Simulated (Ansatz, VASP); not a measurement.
# Two plane-wave programs on NaH

POSCAR

```
NaH
1.0
    0.0000000000      2.5969210544      2.5969210544
    2.5969210544      0.0000000000      2.5969210544
    2.5969210544      2.5969210544      0.0000000000
Na H
1 1
Direct
    0.0000000000      0.0000000000      0.0000000000
    0.2500000000      0.2500000000      0.2500000000
```

INCAR.step1

```
SYSTEM = NaH
PREC = Accurate
ENCUT = 520
EDIFF = 1E-5
ISMEAR = 0
SIGMA = 0.01
LREAL = .False.
LASPH = .True.
NELM = 100
ALGO = Normal
ISIF = 2
LWAVE = .True.
NBANDS = 11
GGA = PE
```

The input INCAR.step2:

```
SYSTEM = NaH
PREC = Accurate
ENCUT = 520
EDIFF = 1E-6
ISMEAR = 0
SIGMA = 0.01
LREAL = .False.
LASPH = .True.
NELM = 100
ALGO = Normal
ISIF = 2
LWAVE = .False.
LCHARG = .True.
GGA = PE
LHFCALC = .True.
HFSCREEN = 0.2079
PRECFOCK = Normal
LELF = .True.
LVHAR = .True.
NBANDS = 11
ISTART = 1
```

KPOINTS

```
regular mesh
0
Gamma
  4 4 4
  0 0 0
```

Input for Ansatz:

```yaml
crystal:
  lattice:
    - [0.0, 2.5969210544, 2.5969210544]
    - [2.5969210544, 0.0, 2.5969210544]
    - [2.5969210544, 2.5969210544, 0.0]
  atoms:
    - { symbol: Na, position: [0.0, 0.0, 0.0] }
    - { symbol: H, position: [0.25, 0.25, 0.25] }
kpoints:
  mp_grid: { grid: [4, 4, 4] }
hamiltonian:
  xc: hse06
scf:
  occupations: { method: fixed }
  n_extra_bands: 4
  exx: { ecutfock_ratio: 4 }
output:
  forces: true
  stress: true
  eigenvalues: true
```

Alike in both runs: task single point; functional HSE06; k mesh 4 × 4 × 4; no spin polarisation.

|  | VASP | Ansatz |
| --- | --- | --- |
| version | VASP 6.6.1 | Ansatz 0.2.0 |
| potentials or method | VASP PAW PBE potentials, release 64 (Na_pv, H) | plane waves |
| plane-wave cutoff (eV) | 520 | 420 |
| occupations | gaussian, width 0.01 eV | fixed |
| valence electrons in the cell | 8 | 10 |

Ansatz gave:

* gap on the k mesh at the Fermi level (eV): 4.62
* pressure (GPa): 0.0

Problem. What did VASP give for the same quantities?

Solution. gap on the k mesh at the Fermi level (eV): 4.61; pressure (GPa): 0.1.

VASP's potentials hold 8 valence electrons a cell and Ansatz's 10, so a difference there can come from the potentials and not from the codes. Ansatz's warnings: stress exchange threshold loose, stress scf threshold loose.

The k mesh is coarse, so the values compare programs but aren't converged.
